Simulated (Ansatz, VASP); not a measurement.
One calculation of CoO, two programs

Contents of INCAR:

```
ALGO = Normal ; EDIFF = 1E-7
ENCUT = 520 ; GGA = RP
ISIF = 2 ; ISMEAR = -1
ISPIN = 2 ; LASPH = True
LCHARG = True ; LELF = True
LMAXMIX = 4 ; LORBIT = 11
LREAL = False ; LVHAR = True
LWAVE = False ; MAGMOM = 2 0
NBANDS = 18 ; NELM = 150
PREC = Accurate ; SIGMA = 0.05
```

The input KPOINTS:

```
k-points
0
Gamma
  11 11 11
```

POSCAR

```
CoO
1.0
    1.5054695445      0.8691832468      2.4399269062
   -1.5054695445      0.8691832468      2.4399269062
    0.0000000000     -1.7383664936      2.4399269062
Co O
1 1
Direct
    0.0000000000      0.0000000000      0.0000000000
    0.5000000000      0.5000000000      0.5000000000
```

File input.yaml:

```yaml
crystal:
  lattice:
    - [1.5054695445, 0.8691832468, 2.4399269062]
    - [-1.5054695445, 0.8691832468, 2.4399269062]
    - [0.0, -1.7383664936, 2.4399269062]
  atoms:
    - { symbol: Co, position: [0.0, 0.0, 0.0], spin: 2.0 }
    - { symbol: O, position: [0.5, 0.5, 0.5] }
hamiltonian:
  xc: rpbe
  pseudopotentials: { kind: paw }
magnetization:
  spin_polarized: true
kpoints:
  mp_grid: { grid: [11, 11, 11] }
  band_path:
    path:
      - [[0.0, 0.0, 0.0], [0.5, 0.0, 0.0], [0.5, 0.2512681158, -0.2512681158]]
      - [[0.7487318842, 0.5, 0.2512681158], [0.5, 0.5, 0.5], [0.0, 0.0, 0.0], [0.3756340579, 0.0, -0.3756340579]]
      - [[0.6243659421, 0.3756340579, 0.0], [0.5, 0.5, 0.0], [0.6243659421, 0.6243659421, 0.2512681158], [0.5, 0.5, 0.5]]
      - [[0.5, 0.0, 0.0], [0.7487318842, 0.3756340579, 0.3756340579]]
    npoints: 14
scf:
  occupations: { method: fermi_dirac, width: 0.05 }
  n_extra_bands: 6
output:
  forces: true
  stress: true
  eigenvalues: true
  fatbands: false
```

Alike in both runs: functional RPBE; k mesh 11 × 11 × 11; occupations fermi-dirac, width 0.05 eV; collinear spin.

|  | VASP | Ansatz |
| --- | --- | --- |
| version | VASP 6.6.1 | Ansatz 0.2.0 |
| potentials or method | VASP PAW PBE potentials, release 64 (Co, O) | Ansatz PAW |
| plane-wave cutoff (eV) | 520 | 420 |
| valence electrons in the cell | 15 | 23 |
| task | single point | band structure |

|  | VASP | Ansatz | Ansatz less VASP |
| --- | --- | --- | --- |
| gap on the k mesh at the Fermi level (eV) | none | none | - |
| pressure (GPa) | 5.7 | 6.2 | +0.50 |
| traceless stress, the component that is largest in VASP (GPa) | -0.33 | -0.36 | -0.028 |
| net moment per atom (μB) | 1.45 | 1.47 | +0.015 |
| size of the moment on the site where the two differ most (μB) | 2.56 | 2.50 | -0.061 |

VASP's potentials were made for PBE, not for RPBE. Site moments also hang on the region over which each program counts them. A gap of «none» marks a metal or a gap that the smearing closes. VASP's potentials hold 15 valence electrons a cell and Ansatz's 23, so a difference there can come from the potentials and not from the codes.
